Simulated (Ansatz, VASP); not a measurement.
## BaTe: VASP beside Ansatz

```xyz
2
Lattice="-0.0341 3.3929 3.3929 3.3929 -0.0341 3.3929 3.3929 3.3929 -0.0341" Properties=species:S:1:pos:R:3 pbc="T T T"
Ba    0.0000    0.0000    0.0000
Te    3.3759    3.3759    3.3759
```

Change from the starting cell: equal xy, yz and zx shear strains of -1 %, crystal datasets.

Alike in both runs: task electric field gradients; functional PBEsol; k mesh 10 × 10 × 10; occupations fermi-dirac, width 0.05 eV; no spin polarisation.

|  | VASP | Ansatz |
| --- | --- | --- |
| version | VASP 6.6.1 | Ansatz 0.2.0 |
| potentials or method | VASP PAW PBE potentials, release 64 (Ba_sv, Te), cutoff 520 eV | all-electron PAW with datasets made for the crystal, scalar-relativistic |

```tsv
	VASP	Ansatz	Ansatz less VASP
pressure (GPa)	2.4	1.9	-0.46
traceless stress, the component that is largest in VASP (GPa)	0.10	0.10	+0.001
size of Vzz on the site where it differs most (V/Å²)	4.2	4.4	+0.16
```

VASP's potentials were made for PBE, not for PBEsol. Ansatz ran all-electron here, and VASP with PAW potentials.

Neither program's run includes spin-orbit coupling.
